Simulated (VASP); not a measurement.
# AlNi3 (Fm-3m) in VASP: a series of runs, part 3 of 3

VASP 6.6.1.

### 5 Single point, PBE, collinear spin, ferromagnetic start (10.04 Å³/atom)

This run uses another cell than the first one, of 10.04 Å³/atom.

Contents of INCAR:

```
PREC = Accurate
ENCUT = 520
EDIFF = 1E-7
ISMEAR = 0
SIGMA = 0.15
LREAL = False
LASPH = True
NELM = 150
ALGO = Fast
ISIF = 2
LWAVE = False
LCHARG = False
ISPIN = 2
MAGMOM = 0 0.875 0.875 0.875
LORBIT = 11
NUPDOWN = 2.625
LMAXMIX = 4
GGA = PE
NBANDS = 28
```

Contents of KPOINTS:

```
regular mesh
0
Gamma
  14 14 14
```

Contents of POSCAR:

```
AlNi3
1.0
    0.0000000000      2.7175807497      2.7175807497
    2.7175807497      0.0000000000      2.7175807497
    2.7175807497      2.7175807497      0.0000000000
Al Ni
1 3
Direct
    0.5000000000      0.5000000000      0.5000000000
    0.2500000000      0.2500000000      0.2500000000
    0.0000000000      0.0000000000      0.0000000000
    0.7500000000      0.7500000000      0.7500000000
```

Potentials or basis: VASP PAW PBE potentials, release 64 (Al, Ni).

Started as:

```sh
cat potpaw_PBE.64/Al/POTCAR potpaw_PBE.64/Ni/POTCAR > POTCAR
mpirun -np 1 vasp_std > vasp.out
```

OUTCAR:

```text
PREC = Accurate
   ENCUT = 520
   EDIFF = 1E-7
   ISMEAR = 0
   LREAL = False
   LASPH = True
   NELM = 150
   ISIF = 2
   ISPIN = 2
   LORBIT = 11
   NUPDOWN = 2.625
   GGA = PE

 ion  position               nearest neighbor table
   1  0.500  0.500  0.500-   2 2.35   2 2.35   2 2.35   2 2.35   4 2.35   4 2.35   4 2.35   4 2.35
                             3 2.72   3 2.72   3 2.72   3 2.72   3 2.72   3 2.72
   2  0.250  0.250  0.250-   3 2.35   3 2.35   3 2.35   1 2.35   3 2.35   1 2.35   1 2.35   1 2.35
                             4 2.72   4 2.72   4 2.72   4 2.72   4 2.72   4 2.72
   3  0.000  0.000  0.000-   4 2.35   4 2.35   4 2.35   2 2.35   4 2.35   2 2.35   2 2.35   2 2.35
                             1 2.72   1 2.72   1 2.72   1 2.72   1 2.72   1 2.72
   4  0.750  0.750  0.750-   1 2.35   1 2.35   1 2.35   1 2.35   3 2.35   3 2.35   3 2.35   3 2.35
                             2 2.72   2 2.72   2 2.72   2 2.72   2 2.72   2 2.72

  LATTYP: Found a face centered cubic cell.
 ALAT       =     5.4351614994

  Lattice vectors:

 A1 = (   0.0000000000,   2.7175807497,   2.7175807497)
 A2 = (   2.7175807497,   0.0000000000,   2.7175807497)
 A3 = (   2.7175807497,   2.7175807497,   0.0000000000)

Analysis of symmetry for initial positions (statically):
=====================================================================
 Subroutine PRICEL returns:
 Original cell was already a primitive cell.

 Routine SETGRP: Setting up the symmetry group for a
 face centered cubic supercell.

 Subroutine GETGRP returns: Found 48 space group operations
 (whereof 48 operations were pure point group operations)
 out of a pool of 48 trial point group operations.

The static configuration has the point symmetry O_h .

Analysis of symmetry for dynamics (positions and initial velocities):
=====================================================================
 Subroutine PRICEL returns:
 Original cell was already a primitive cell.

 Routine SETGRP: Setting up the symmetry group for a
 face centered cubic supercell.

 Subroutine GETGRP returns: Found 48 space group operations
 (whereof 48 operations were pure point group operations)
 out of a pool of 48 trial point group operations.

The dynamic configuration has the point symmetry O_h .

Analysis of structural, dynamic, and magnetic symmetry:
=====================================================================
 Subroutine PRICEL returns:
 Original cell was already a primitive cell.

 Routine SETGRP: Setting up the symmetry group for a
 face centered cubic supercell.

 Subroutine GETGRP returns: Found 48 space group operations
 (whereof 48 operations were pure point group operations)
 out of a pool of 48 trial point group operations.

The overall configuration has the point symmetry O_h .

 Subroutine INISYM returns: Found 48 space group operations
 (whereof 48 operations are pure point group operations),
 and found     1 'primitive' translations

----------------------------------------------------------------------------------------

                                     Primitive cell

  volume of cell :      40.1400

  direct lattice vectors                    reciprocal lattice vectors
     0.000000000  2.717580750  2.717580750    -0.183987173  0.183987173  0.183987173
     2.717580750  0.000000000  2.717580750     0.183987173 -0.183987173  0.183987173
[... 91 lines left out ...]
   EDIFFG = 0.1E-05   stopping-criterion for IOM
   NSW    =      0    number of steps for IOM
   IBRION =     -1    ionic relax: 0-MD 1-quasi-New 2-CG
   NFREE  =      0    steps in history (QN), initial steepest desc. (CG)
   ISIF   =      2    stress and relaxation
   ISYM   =      2    0-nonsym 1-usesym 2-fastsym
   POTIM  = 0.5000    time-step for ionic-motion
   TEBEG  =    0.0;   TEEND  =   0.0 temperature during run
   PSTRESS=    0.0 pullay stress
   NELECT =      33.0000    total number of electrons
   NUPDOWN=       2.6250    fix difference up-down
   EMIN   =  10.00;   EMAX   =-10.00  energy-range for DOS
   EFERMI =   0.00;   METHOD = LEGACY
   ISMEAR =     0;   SIGMA  =   0.15  broadening in eV -4-tet -1-fermi 0-gaus
   EFERMI_NEDOS =   21; number of points for ismear=-14 and -15
   IALGO  =     68    algorithm
   IMIX   =      4    mixing-type and parameters
     AMIX     =   0.40;   BMIX     =  1.00
     AMIX_MAG =   1.60;   BMIX_MAG =  1.00
  volume/ion in A,a.u.               =      10.04        67.72
  Fermi-wavevector in a.u.,A,eV,Ry     =   1.533629  2.898139 32.001153  2.352018
  Thomas-Fermi vector in A             =   2.640670
   LORBIT       =     11    0 simple, 1 ext, 2 COOP (PROOUT), +10 PAW based schemes
   GGA     = PE    functional components
   LHFCALC =     F    Hartree Fock is set to
   AEXX    =    0.0000 exact exchange contribution
   IVDW    =     0    specifies the selected vdW correction
   LEPSILON=     F    determine dielectric tensor
   LRPA    =     F    only Hartree local field effects (RPA)
 spin polarized calculation
 RMM-DIIS sequential band-by-band and
 Gauss-broadening in eV      SIGMA  =   0.15
  energy-cutoff  :      520.00
  volume of cell :       40.14
 maximum number of plane-waves:      1106
 NGX is ok and might be reduce to    30
   NGX = 15   NGY = 15   NGZ = 15

 number of electron      32.9999968 magnetization       2.6249996

 Free energy of the ion-electron system (eV)
  ---------------------------------------------------
  ext. energy  EPLUGINS =         0.00000000
  ---------------------------------------------------
  free energy    TOTEN  =       -20.32722734 eV

  energy without entropy =      -20.25390298  energy(sigma->0) =      -20.29056516

 E-fermi :  10.9716     XC(G=0): -13.3379

 val. band max:       12.5357686822   @ k =  -0.2143   0.2143   0.0714
 cond. band min:      10.9733388492   @ k =  -0.0714   0.0714   0.0000
 fundamental gap:     -1.5624298331
 Fermi energy:        12.5435256732

 spin component 1

 k-point     1 :       0.0000    0.0000    0.0000
  band No.  band energies     occupation
      1       0.3557      1.00000
      2       6.6704      1.00000
      3       6.6704      1.00000
      4       6.9976      1.00000
      5       6.9976      1.00000
      6       6.9976      1.00000
[... 733 lines left out ...]
     27      25.7095      0.00000
     28      26.3282      0.00000

 [... further k-points ...]

 spin component 2

 k-point     1 :       0.0000    0.0000    0.0000
  band No.  band energies     occupation
      1       0.5629      1.00000
      2       7.2866      1.00000
      3       7.2866      1.00000
      4       7.5131      1.00000
      5       7.5131      1.00000
      6       7.5131      1.00000
[... 733 lines left out ...]
     27      26.0151      0.00000
     28      26.6287      0.00000

 [... further k-points ...]

------------------------ aborting loop because EDIFF is reached ----------------------------------------

  FORCE on cell =-STRESS in cart. coord.  units (eV):
  Direction    XX          YY          ZZ          XY          YZ          ZX
  --------------------------------------------------------------------------------------
  -------------------------------------------------------------------------------------
  Total        9.3572409      9.3572409      9.3572409     -0.0000000      0.0000000     -0.0000000
  in kB      373.4917583    373.4917583    373.4917583     -0.0000000      0.0000000     -0.0000000
  external PRESSURE =     373.4917583 kB  Pullay stress =       0.0000000 kB

 VOLUME and BASIS-vectors are now :
 -----------------------------------------------------------------------------
  energy-cutoff  :      520.00
  volume of cell :       40.14
      direct lattice vectors                 reciprocal lattice vectors
     0.000000000  2.717580750  2.717580750    -0.183987173  0.183987173  0.183987173
     2.717580750  0.000000000  2.717580750     0.183987173 -0.183987173  0.183987173
     2.717580750  2.717580750  0.000000000     0.183987173  0.183987173 -0.183987173

 POSITION                                       TOTAL-FORCE (eV/Angst)
 -----------------------------------------------------------------------------------
      2.71758      2.71758      2.71758         0.000000     -0.000000      0.000000
      1.35879      1.35879      1.35879        -0.000000     -0.000000     -0.000000
      0.00000      0.00000      0.00000         0.000000     -0.000000      0.000000
      4.07637      4.07637      4.07637         0.000000      0.000000      0.000000
 -----------------------------------------------------------------------------------
    total drift:                                0.000000     -0.000000      0.000000

  FREE ENERGIE OF THE ION-ELECTRON SYSTEM (eV)
  ---------------------------------------------------
  free  energy   TOTEN  =       -20.3272273388 eV

  energy  without entropy=      -20.2539029756  energy(sigma->0) =      -20.29056516

 total charge

# of ion       s       p       d       tot
------------------------------------------
    1        0.420   0.476   0.000   0.897
    2        0.544   0.653   8.426   9.623
    3        0.544   0.647   8.361   9.552
    4        0.544   0.653   8.426   9.623
--------------------------------------------------
tot          2.053   2.430  25.213  29.696

 magnetization (x)

# of ion       s       p       d       tot
------------------------------------------
    1        0.006   0.039   0.000   0.045
    2        0.025   0.053   0.695   0.772
    3        0.012   0.050   0.838   0.900
    4        0.025   0.053   0.695   0.772
--------------------------------------------------
tot          0.069   0.195   2.227   2.490
```

It took 3.8 min on 1 thread of Oxide Virtual Turin-like, shared host; peak memory 0.27 GiB.

Results:

```yaml
Free_energy: -20.3272 eV
Pressure: 37.3 GPa
Net_moment: 2.62 μB per cell
Site_moments: Al +0.04; Ni +0.77, +0.90 (each value once) μB
Valence_electrons_inside_the_program's_atomic_spheres: Al 0.90; Ni 9.62, 9.55 (each value once)
```

Caveat: the cell stands under pressure; the total moment is fixed, so each spin has its own Fermi level and the state may be an excited one.

### 6 Single point, PBE, collinear spin (11.40 Å³/atom)

This run uses another cell than the first one, of 11.40 Å³/atom.

Contents of INCAR:

```
SYSTEM = AlNi3
PREC = Accurate
ENCUT = 520
EDIFF = 1E-6
ISMEAR = 0
SIGMA = 0.15
LREAL = .False.
LASPH = .True.
NELM = 150
ALGO = Normal
ISIF = 2
LWAVE = .False.
LCHARG = .False.
ISPIN = 2
MAGMOM = 0 0.125 0.125 0.125
LORBIT = 11
NUPDOWN = 0.375
LMAXMIX = 4
GGA = PE
NBANDS = 28
```

Contents of KPOINTS:

```
Automatic mesh
0
Gamma
  14 14 14
  0 0 0
```

Contents of POSCAR:

```
AlNi3
1.0
    0.0000000000      2.8358889503      2.8358889503
    2.8358889503      0.0000000000      2.8358889503
    2.8358889503      2.8358889503      0.0000000000
Al Ni
1 3
Direct
    0.5000000000      0.5000000000      0.5000000000
    0.2500000000      0.2500000000      0.2500000000
    0.0000000000      0.0000000000      0.0000000000
    0.7500000000      0.7500000000      0.7500000000
```

Potentials or basis: VASP PAW PBE potentials, release 64 (Al, Ni).

Started as:

```sh
cat potpaw_PBE.64/Al/POTCAR potpaw_PBE.64/Ni/POTCAR > POTCAR
mpirun -np 1 vasp_std > vasp.out
```

It took 4 min on 1 thread of Oxide Virtual Turin-like, shared host; peak memory 0.28 GiB.

Results (log left out):

* Free energy: -21.6937 eV
* Pressure: 0.2 GPa
* Net moment: 0.38 μB per cell
* Site moments: Al +0.00; Ni +0.10, +0.17 (each value once) μB
* Valence electrons inside the program's atomic spheres: Al 0.80; Ni 9.39, 9.34 (each value once)

Caveat: the total moment is fixed, so each spin has its own Fermi level and the state may be an excited one.

### 7 Overview

```tsv
spin	fixed moment (μB)	cell	pressure (GPa)	moment (μB)
collinear, ferromagnetic start	0.75	a = 4.238 Å, angles 60.0°, 4 atoms	-19.7	0.75
collinear, ferromagnetic start	3.0	a = 4.238 Å, angles 60.0°, 4 atoms	-15.7	3.00
collinear	0.375	a = 3.843 Å, angles 60.0°, 4 atoms	30.8	0.37
collinear, ferromagnetic start	2.625	a = 3.843 Å, angles 60.0°, 4 atoms	37.3	2.62
collinear	0.375	a = 4.011 Å, angles 60.0°, 4 atoms	0.2	0.38
```

Alike in all rows: task single point; level PBE; potentials or basis VASP PAW PBE potentials, release 64 (Al, Ni); k mesh 14 × 14 × 14; cutoff (eV) 520; smearing gaussian 0.15 eV.

Caveats: the total moment is fixed, so each spin has its own Fermi level and the state may be an excited one; the cell stands under tension (at least some runs); the cell stands under pressure (at least some runs).

Absolute energies hang on the potentials; compare differences alone.
